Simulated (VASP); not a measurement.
PrBe3Si, 5 atoms in the cell. Symmetry: Immm, No. 71, orthorhombic system. Conventional cell: a = 4.170 Å, b = 5.760 Å, c = 8.631 Å, α = 90.00°, β = 90.00°, γ = 90.00°. Pr (site symmetry mmm) has 2 Si at 2.88 Å and 12 Be at 3.02 to 3.59 Å within 3.8 Å. Be (site symmetry mm2) has 1 Si at 2.14 Å within 2.8 Å. Be (site symmetry mmm) has 2 Si at 2.08 Å within 2.8 Å. Within 2.9 Å of Si (site symmetry mmm) lie 4 Be at 2.08 to 2.14 Å and 2 Pr at 2.88 Å. The cell was generated, and may not be a known phase.

| Item | Value |
| --- | --- |
| Program | VASP 6.6.1 |
| Task | single point |
| Functional | PBE |
| Potentials or basis | VASP PAW PBE potentials, release 64 (Pr_3, Be, Si), 4f in core |
| Cutoff | 600 eV |
| k mesh | 6 × 6 × 6 |
| Occupations | gaussian, width 0.2 eV |
| Spin | no spin polarisation |
| Dipole correction | no |
| Further INCAR settings | ALGO = Normal; EDIFF = 1e-06; NBANDS = 18 |

Potentials or basis: VASP PAW PBE potentials, release 64 (Pr_3, Be, Si), 4f in core.

Command:

```bash
$ cat potpaw_PBE.64/Pr_3/POTCAR potpaw_PBE.64/Be/POTCAR potpaw_PBE.64/Si/POTCAR > POTCAR
$ mpirun -np 1 vasp_std > vasp.out
```

Hardware: 1 thread of Intel(R) Xeon(R) Platinum 8488C (Sapphire Rapids), on a shared host.

**Question.** How long does it take, and how much memory?

**Answer.** It took 110 s on 1 thread of Intel(R) Xeon(R) Platinum 8488C (Sapphire Rapids), on a shared host, peak memory 0.4 GiB. Counts: scf iterations 13, k points 46.
